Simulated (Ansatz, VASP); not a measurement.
# VCo in VASP and in Ansatz

File INCAR:

```
SYSTEM = VCo
ALGO = Normal
EDIFF = 1E-6
ENCUT = 520
GGA = CA
ISIF = 2
ISMEAR = -1
ISPIN = 2
LASPH = .TRUE.
LCHARG = .FALSE.
LMAXMIX = 4
LORBIT = 11
LREAL = .FALSE.
LWAVE = .FALSE.
MAGMOM = 1.5 2.5
NBANDS = 22
NELM = 150
PREC = Accurate
SIGMA = 0.1
```

File KPOINTS:

```
k-points
0
G
  10 10 10
  0 0 0
```

POSCAR

```
VCo
1.0
    2.9284643093      0.0000000000      0.0000000000
    0.0000000000      2.9284643093      0.0000000000
    0.0000000000      0.0000000000      2.9284643093
V Co
1 1
Direct
    0.0000000000      0.0000000000      0.0000000000
    0.5000000000      0.5000000000      0.5000000000
```

Input for Ansatz:

```yaml
crystal:
  lattice:
    - [2.9284643092651472, 0.0, 0.0]
    - [0.0, 2.9284643092651472, 0.0]
    - [0.0, 0.0, 2.9284643092651472]
  atoms:
    - { symbol: V, position: [0.0, 0.0, 0.0], spin: 1.5 }
    - { symbol: Co, position: [0.5, 0.5, 0.5], spin: 2.5 }
basis:
  ecutwfc: 450.0
kpoints:
  mp_grid:
    grid: [10, 10, 10]
hamiltonian:
  xc: lda
  pseudopotentials:
    kind: paw
magnetization:
  spin_polarized: true
scf:
  max_iter: 70
  convergence:
    dr2_threshold: 1.0e-09
  occupations:
    method: fermi_dirac
```

Alike in both runs: task single point; functional LDA; k mesh 10 × 10 × 10; collinear spin.

|  | VASP | Ansatz |
| --- | --- | --- |
| version | VASP 6.6.1 | Ansatz 0.2.0 |
| potentials or method | VASP PAW LDA potentials, release 64 (V_sv, Co), cutoff 520 eV | plane waves, PAW |
| occupations | fermi-dirac, width 0.1 eV | fermi-dirac |
| valence electrons in the cell | 22 | 30 |

Ansatz gave:

* net moment per atom (μB): 0.86
* size of the moment on the site where the two differ most (μB): 1.12

Which values does VASP return?

net moment per atom (μB): 0.80; size of the moment on the site where the two differ most (μB): 1.01.

LDA's correlation is that of Perdew and Zunger in VASP and of Perdew and Wang (1992) in Ansatz. Site moments also hang on the region over which each program counts them. VASP's potentials hold 22 valence electrons a cell and Ansatz's 30, so a difference there can come from the potentials and not from the codes.
